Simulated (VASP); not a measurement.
# Zn5S3O2 in VASP: further runs

Zn5S3O2 is run at these levels: PBE; tasks: single point.

Everything below comes from runs of VASP 6.6.1. Logs are shortened: lines on timing, memory, paths and dates and some standing lists are left out, and cuts for length are marked.

## 1. The cell of the first run

The structure is tetragonal, space group I-4m2 (No. 119). The conventional cell has a = 3.649 Å, b = 3.649 Å, c = 24.987 Å, α = 90.00°, β = 90.00°, γ = 90.00°. Zn (site symmetry 2mm) has 2 O at 2.07 Å and 2 S at 2.31 Å within 2.7 Å. Within 2.7 Å of Zn (site symmetry 2mm) lie 2 O at 2.07 Å and 2 S at 2.32 Å. Zn (site symmetry -4m2) has 4 S at 2.32 Å within 3.1 Å. Within 3.1 Å of S (site symmetry 2mm) lie 4 Zn at 2.32 Å. Within 3.1 Å of S (site symmetry -4m2) lie 4 Zn at 2.31 Å. Within 2.7 Å of O (site symmetry 2mm) lie 4 Zn at 2.07 Å.

## 2. Single point, PBE

INCAR

```
SYSTEM = Zn5S3O2
PREC = Accurate
ENCUT = 520
EDIFF = 1E-6
ISMEAR = 0
SIGMA = 0.1
LREAL = .FALSE.
LASPH = .TRUE.
NELM = 100
ALGO = Normal
ISIF = 2
LWAVE = .FALSE.
LCHARG = .FALSE.
GGA = PE
NBANDS = 56
```

KPOINTS

```
Automatic mesh
0
G
  4 4 4
  0 0 0
```

POSCAR

```
Zn5S3O2
1.0
    0.0000000000     -3.6494616493      0.0000000000
    3.6494616493      0.0000000000      0.0000000000
   -1.8247308247      1.8247308247     12.4937151669
Zn S O
5 3 2
Direct
    0.6930922249      0.6930922249      0.3861844499
    0.1145144793      0.1145144793      0.2290289586
    0.5000000000      0.5000000000      0.0000000000
    0.8854855207      0.8854855207      0.7709710414
    0.3069077751      0.3069077751      0.6138155501
    0.0573122113      0.5573122113      0.1146244227
    0.4426877887      0.9426877887      0.8853755773
    0.2500000000      0.7500000000      0.5000000000
    0.8462833659      0.3462833659      0.6925667319
    0.6537166341      0.1537166341      0.3074332681
```

Potentials or basis: VASP PAW PBE potentials, release 64 (Zn, S, O).

The run is started by

```console
$ cat potpaw_PBE.64/Zn/POTCAR potpaw_PBE.64/S/POTCAR potpaw_PBE.64/O/POTCAR > POTCAR
$ mpirun -np 1 vasp_std > vasp.out
```

OUTCAR:

```text
SYSTEM = Zn5S3O2
   PREC = Accurate
   ENCUT = 520
   EDIFF = 1E-6
   ISMEAR = 0
   LREAL = .FALSE.
   LASPH = .TRUE.
   NELM = 100
   ISIF = 2
   GGA = PE

 ion  position               nearest neighbor table
   1  0.693  0.693  0.386-  10 2.07  10 2.07   8 2.31   8 2.31
   2  0.115  0.115  0.229-  10 2.07  10 2.07   6 2.32   6 2.32
   3  0.500  0.500  0.000-   6 2.32   7 2.32   7 2.32   6 2.32
   4  0.885  0.885  0.771-   9 2.07   9 2.07   7 2.32   7 2.32
   5  0.307  0.307  0.614-   9 2.07   9 2.07   8 2.31   8 2.31
   6  0.057  0.557  0.115-   2 2.32   2 2.32   3 2.32   3 2.32
   7  0.443  0.943  0.885-   4 2.32   4 2.32   3 2.32   3 2.32
   8  0.250  0.750  0.500-   1 2.31   5 2.31   5 2.31   1 2.31
   9  0.846  0.346  0.693-   4 2.07   4 2.07   5 2.07   5 2.07
  10  0.654  0.154  0.307-   2 2.07   2 2.07   1 2.07   1 2.07

  LATTYP: Found a body centered tetragonal cell.
 ALAT       =     3.6494616493
 C/A-ratio  =     6.8468811937

  Lattice vectors:

 A1 = (  -1.8247308246,  -1.8247308247, -12.4937151669)
 A2 = (   1.8247308247,   1.8247308246, -12.4937151669)
 A3 = (   1.8247308246,  -1.8247308246,  12.4937151669)

Analysis of symmetry for initial positions (statically):
=====================================================================
 Subroutine PRICEL returns:
 Original cell was already a primitive cell.

 Routine SETGRP: Setting up the symmetry group for a
 body centered tetragonal supercell.

 Subroutine GETGRP returns: Found  8 space group operations
 (whereof  8 operations were pure point group operations)
 out of a pool of 16 trial point group operations.

The static configuration has the point symmetry D_2d.

Analysis of symmetry for dynamics (positions and initial velocities):
=====================================================================
 Subroutine PRICEL returns:
 Original cell was already a primitive cell.

 Routine SETGRP: Setting up the symmetry group for a
 body centered tetragonal supercell.

 Subroutine GETGRP returns: Found  8 space group operations
 (whereof  8 operations were pure point group operations)
 out of a pool of 16 trial point group operations.

The dynamic configuration has the point symmetry D_2d.

 Subroutine INISYM returns: Found  8 space group operations
 (whereof  8 operations are pure point group operations),
 and found     1 'primitive' translations

----------------------------------------------------------------------------------------

                                     Primitive cell

  volume of cell :     166.3984

  direct lattice vectors                    reciprocal lattice vectors
     0.000000000 -3.649461649  0.000000000     0.000000000 -0.274013018  0.040020122
     3.649461649  0.000000000  0.000000000     0.274013018  0.000000000  0.040020122
    -1.824730825  1.824730825 12.493715167     0.000000000  0.000000000  0.080040243

  length of vectors
     3.649461649  3.649461649 12.757437197     0.276920104  0.276920104  0.080040243

  position of ions in fractional coordinates (direct lattice)
     0.693092225  0.693092225  0.386184450
     0.114514479  0.114514479  0.229028959
     0.500000000  0.500000000  0.000000000
     0.885485521  0.885485521  0.770971041
     0.306907775  0.306907775  0.613815550
     0.057312211  0.557312211  0.114624423
     0.442687789  0.942687789  0.885375577
     0.250000000  0.750000000  0.500000000
     0.846283366  0.346283366  0.692566732
     0.653716634  0.153716634  0.307433268

  ion indices of the primitive-cell ions
   primitive index   ion index
                 1           1
                 2           2
                 3           3
                 4           4
                 5           5
                 6           6
                 7           7
                 8           8
                 9           9
                10          10

----------------------------------------------------------------------------------------

 KPOINTS: Automatic mesh

Automatic generation of k-mesh.
 Grid dimensions read from file:
 generate k-points for:    4    4    4

 Generating k-lattice:

  Cartesian coordinates                     Fractional coordinates (reciprocal lattice)
     0.000000000 -0.068503254  0.010005030     0.250000000  0.000000000  0.000000000
     0.068503254  0.000000000  0.010005030     0.000000000  0.250000000  0.000000000
     0.000000000  0.000000000  0.020010061     0.000000000  0.000000000  0.250000000

  Length of vectors
     0.069230026  0.069230026  0.020010061

  Shift w.r.t. Gamma in fractional coordinates (k-lattice)
     0.000000000  0.000000000  0.000000000

 Subroutine IBZKPT returns following result:
 ===========================================

 Found     13 irreducible k-points:

 Following reciprocal coordinates:
            Coordinates               Weight
  0.000000  0.000000  0.000000      1.000000
  0.250000  0.000000  0.000000      8.000000
  0.500000  0.000000  0.000000      4.000000
  0.250000  0.250000  0.000000      8.000000
  0.500000  0.250000  0.000000     16.000000
 -0.250000  0.250000  0.000000      4.000000
  0.500000  0.500000  0.000000      2.000000
  0.000000  0.000000  0.250000      2.000000
  0.250000  0.000000  0.250000      8.000000
  0.500000  0.000000  0.250000      4.000000
  0.250000  0.250000  0.250000      4.000000
  0.500000  0.500000  0.250000      2.000000
  0.000000  0.000000  0.500000      1.000000
   k-points           NKPTS =     13   k-points in BZ     NKDIM =     13   number of bands    NBANDS=     56
   number of dos      NEDOS =    301   number of ions     NIONS =     10
   total plane-waves  NPLWV =  75264
   dimension x,y,z NGX =    28 NGY =   28 NGZ =   96
   dimension x,y,z NGXF=    56 NGYF=   56 NGZF=  192
   ions per type =               5   3   2
   NGX,Y,Z   is equivalent  to a cutoff of  12.75, 12.75, 12.51 a.u.
   NGXF,Y,Z  is equivalent  to a cutoff of  25.51, 25.51, 25.02 a.u.
 SYSTEM =  Zn5S3O2
   PREC   = accura    normal or accurate (medium, high low for compatibility)
   ISTART =      0    job   : 0-new  1-cont  2-samecut
   ICHARG =      2    charge: 1-file 2-atom 10-const
   ISPIN  =      1    spin polarized calculation?
   LNONCOLLINEAR =      F non collinear calculations
   LSORBIT =      F    spin-orbit coupling
   LASPH  =      T    aspherical Exc in radial PAW
   ENCUT  =  520.0 eV  38.22 Ry    6.18 a.u.   6.79  6.79 23.72*2*pi/ulx,y,z
   NELM   =    100;   NELMIN=  2; NELMDL= -5     # of ELM steps
   EDIFF  = 0.1E-05   stopping-criterion for ELM
   LREAL  =      F    real-space projection
   EDIFFG = 0.1E-04   stopping-criterion for IOM
   NSW    =      0    number of steps for IOM
   IBRION =     -1    ionic relax: 0-MD 1-quasi-New 2-CG
   NFREE  =      0    steps in history (QN), initial steepest desc. (CG)
   ISIF   =      2    stress and relaxation
   ISYM   =      2    0-nonsym 1-usesym 2-fastsym
   POTIM  = 0.5000    time-step for ionic-motion
   TEBEG  =    0.0;   TEEND  =   0.0 temperature during run
   PSTRESS=    0.0 pullay stress
   NELECT =      90.0000    total number of electrons
   NUPDOWN=      -1.0000    fix difference up-down
   EMIN   =  10.00;   EMAX   =-10.00  energy-range for DOS
   EFERMI =   0.00;   METHOD = LEGACY
   ISMEAR =     0;   SIGMA  =   0.10  broadening in eV -4-tet -1-fermi 0-gaus
   EFERMI_NEDOS =   21; number of points for ismear=-14 and -15
   IALGO  =     38    algorithm
   IMIX   =      4    mixing-type and parameters
     AMIX     =   0.40;   BMIX     =  1.00
     AMIX_MAG =   1.60;   BMIX_MAG =  1.00
  volume/ion in A,a.u.               =      16.64       112.29
  Fermi-wavevector in a.u.,A,eV,Ry     =   1.333847  2.520605 24.206766  1.779147
  Thomas-Fermi vector in A             =   2.462674
   LORBIT       =      0    0 simple, 1 ext, 2 COOP (PROOUT), +10 PAW based schemes
   GGA     = PE    functional components
   LHFCALC =     F    Hartree Fock is set to
   AEXX    =    0.0000 exact exchange contribution
   IVDW    =     0    specifies the selected vdW correction
   LEPSILON=     F    determine dielectric tensor
   LRPA    =     F    only Hartree local field effects (RPA)
 non-spin polarized calculation
 Gauss-broadening in eV      SIGMA  =   0.10
  energy-cutoff  :      520.00
  volume of cell :      166.40
 maximum number of plane-waves:      4514
   NGX = 13   NGY = 13   NGZ = 47

 number of electron      89.9999963 magnetization

 Free energy of the ion-electron system (eV)
  ---------------------------------------------------
  ext. energy  EPLUGINS =         0.00000000
  ---------------------------------------------------
  free energy    TOTEN  =       -37.48286738 eV

  energy without entropy =      -37.48286738  energy(sigma->0) =      -37.48286738

 E-fermi :   2.3225     XC(G=0): -10.0272

 val. band max:        1.8992720400   @ k =   0.0000   0.0000   0.0000
 cond. band min:       2.7305779933   @ k =   0.0000   0.0000   0.0000
 fundamental gap:      0.8313059533
 Fermi energy:         2.3225097700

 k-point     1 :       0.0000    0.0000    0.0000
  band No.  band energies     occupation
      1     -15.4739      2.00000
      2     -15.4581      2.00000
      3     -11.0237      2.00000
      4     -10.7016      2.00000
      5     -10.4302      2.00000
      6      -4.5475      2.00000
[... 48 lines left out ...]
     55       9.3864      0.00000
     56       9.3864      0.00000

 k-point     2 :       0.2500    0.0000    0.0000
  band No.  band energies     occupation
      1     -15.3976      2.00000
      2     -15.3877      2.00000
      3     -10.7555      2.00000
      4     -10.5170      2.00000
      5     -10.3103      2.00000
      6      -4.4297      2.00000
[... 48 lines left out ...]
     55       9.5354      0.00000
     56       9.7654      0.00000
[... 588 lines left out ...]
     55       8.2194      0.00000
     56       9.9694      0.00000

 k-point    13 :       0.0000    0.0000    0.5000
  band No.  band energies     occupation
      1     -15.4734      2.00000
      2     -15.4585      2.00000
      3     -11.0234      2.00000
      4     -10.7018      2.00000
      5     -10.4302      2.00000
      6      -4.5582      2.00000
[... 48 lines left out ...]
     55       9.3972      0.00000
     56       9.5813      0.00000

------------------------ aborting loop because EDIFF is reached ----------------------------------------

  FORCE on cell =-STRESS in cart. coord.  units (eV):
  Direction    XX          YY          ZZ          XY          YZ          ZX
  --------------------------------------------------------------------------------------
  -------------------------------------------------------------------------------------
  Total        0.5474921      0.5474921      0.1598813      0.0000000      0.0000000     -0.0000000
  in kB        5.2715610      5.2715610      1.5394270      0.0000000      0.0000000     -0.0000000
  external PRESSURE =       4.0275163 kB  Pullay stress =       0.0000000 kB

 VOLUME and BASIS-vectors are now :
 -----------------------------------------------------------------------------
  energy-cutoff  :      520.00
  volume of cell :      166.40
      direct lattice vectors                 reciprocal lattice vectors
     0.000000000 -3.649461649  0.000000000     0.000000000 -0.274013018  0.040020122
     3.649461649  0.000000000  0.000000000     0.274013018  0.000000000  0.040020122
    -1.824730825  1.824730825 12.493715167     0.000000000  0.000000000  0.080040243

 POSITION                                       TOTAL-FORCE (eV/Angst)
 -----------------------------------------------------------------------------------
      1.82473     -1.82473      4.82488        -0.000000      0.000000      0.023661
     -0.00000      0.00000      2.86142         0.000000     -0.000000     -0.029818
      1.82473     -1.82473      0.00000         0.000000      0.000000      0.000000
      1.82473     -1.82473      9.63229        -0.000000      0.000000      0.029818
      0.00000     -0.00000      7.66884         0.000000     -0.000000     -0.023661
      1.82473      0.00000      1.43208        -0.000000      0.000000      0.004932
      1.82473     -0.00000     11.06163         0.000000     -0.000000     -0.004932
      1.82473      0.00000      6.24686         0.000000      0.000000      0.000000
     -0.00000     -1.82473      8.65273         0.000000     -0.000000     -0.002911
      0.00000     -1.82473      3.84098        -0.000000      0.000000      0.002911
 -----------------------------------------------------------------------------------
    total drift:                                0.000030      0.000030     -0.000000

  FREE ENERGIE OF THE ION-ELECTRON SYSTEM (eV)
  ---------------------------------------------------
  free  energy   TOTEN  =       -37.4828673802 eV

  energy  without entropy=      -37.4828673802  energy(sigma->0) =      -37.48286738
```

Run time: 3.3 min. Hardware: 1 thread of AMD EPYC 7R13, shared host; peak memory 0.28 GiB.

What came out:

| Item | Value |
| --- | --- |
| Free energy | -37.4829 eV |
| Pressure | 0.4 GPa |
| Largest force | 0.030 eV/Å |
| Band gap on the k mesh | 0.83 eV, direct |

Forces on the atoms (eV/Å):
```
Zn   0.000  0.000  0.024
Zn   0.000  0.000 -0.030
Zn   0.000  0.000  0.000
Zn   0.000  0.000  0.030
Zn   0.000  0.000 -0.024
S    0.000  0.000  0.005
S    0.000  0.000 -0.005
S    0.000  0.000  0.000
O    0.000  0.000 -0.003
O    0.000  0.000  0.003
```

Caveat: the k points lie up to 0.43 Å⁻¹ apart.

[end of part 1 of 2]
